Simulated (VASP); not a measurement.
Here is a VASP 6.6.1 calculation.

File INCAR:

```
  ALGO = Fast
  EDIFF = 1E-7
  ENCUT = 520
  GGA = CA
  ISIF = 2
  ISMEAR = 0
  LASPH = True
  LCHARG = False
  LREAL = False
  LWAVE = False
  NBANDS = 13
  NELM = 100
  PREC = Accurate
  SIGMA = 0.15
```

KPOINTS

```
k-points
0
Gamma
  20 20 20
```

The input POSCAR:

```
W
1.0
   -1.6212595000      1.5973000000      1.6212595000
    1.5733405000     -1.5973000000      1.5733405000
    1.6212595000      1.5973000000     -1.6212595000
W
1
Direct
    0.0000000000      0.0000000000      0.0000000000
```

Potentials or basis: VASP PAW LDA potentials, release 64 (W_sv).

Run with:

```console
$ cat potpaw_LDA.64/W_sv/POTCAR > POTCAR
$ mpirun -np 1 vasp_std > vasp.out
```

(1) Predict the pressure.

(2) Predict the band gap on the k mesh.

## Answers

(1) -15.0 GPa.

(2) zero (bands 7 and 8 overlap by 5.66 eV).

Caveat: the cell differs from its parent crystal (strain -0.0300 x Voigt [0, 0, 0, 0, 1, 0]); the cell stands under tension; spin-orbit coupling is left out, which moves the levels of the heavy elements.
